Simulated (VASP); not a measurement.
Crystal: Ca3AsP.

```
As Ca P
1.0
     5.33390    0.00000    0.00000
     0.00000    5.33390    0.00000
     0.00000    0.00000    5.33390
As Ca P
1 3 1
Direct
  0.00000 0.00000 0.00000
  0.50000 0.50000 0.00000
  0.50000 0.00000 0.50000
  0.00000 0.50000 0.50000
  0.50000 0.50000 0.50000
```

Base run:

- Program: VASP 6.6.1
- Functional: PBE
- Dispersion: D3(BJ)
- Potentials or basis: VASP PAW PBE potentials, release 64 (As, Ca_sv, P)
- Cutoff: 520 eV
- k mesh: 5 × 5 × 5
- Occupations: fermi-dirac, width 0.05 eV
- Spin: no spin polarisation

Its results: band gap on the k mesh 0.18 eV; pressure -1.5 GPa.

**Question.** The run is repeated on the same cell with these changes: dispersion from D3(BJ) to none; further incar settings from ALGO = Normal; EDIFF = 1e-07; NBANDS = 28 to ALGO = Normal; EDIFF = 1e-06; NBANDS = 28. What comes out?

**Answer.** Band gap on the k mesh 0.18 eV; pressure 0.0 GPa.

Caveats: three body term missing (at least some runs).

